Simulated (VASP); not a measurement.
Pd:

```
Pd
1.0
    -1.55103    1.55103    1.55103
     1.55103   -1.55103    1.55103
     1.55103    1.55103   -1.55103
Pd
1
Direct
  0.00000 0.00000 0.00000
```

Base run:

```yaml
Program: VASP 6.6.1
Functional: r2SCAN
Potentials_or_basis: VASP PAW PBE potentials, release 64 (Pd)
Cutoff: 520 eV
k_mesh: 12 × 12 × 12
Occupations: fermi-dirac, width 0.05 eV
Spin: no spin polarisation
```

Its results: band gap on the k mesh zero (band 5 reaches 10.04 eV, above the bottom of band 6 at 8.27 eV); pressure 1.9 GPa.

Question: The run is repeated on the same cell with these changes: functional from r2SCAN to LDA; potentials or basis from VASP PAW PBE potentials, release 64 (Pd) to VASP PAW LDA potentials, release 64 (Pd). What comes out?

Answer: Band gap on the k mesh zero (band 5 reaches 9.99 eV, above the bottom of band 6 at 8.34 eV); pressure -8.9 GPa.

Caveats: the PAW data sets were made with another functional, which shifts forces and pressure a little (some runs).
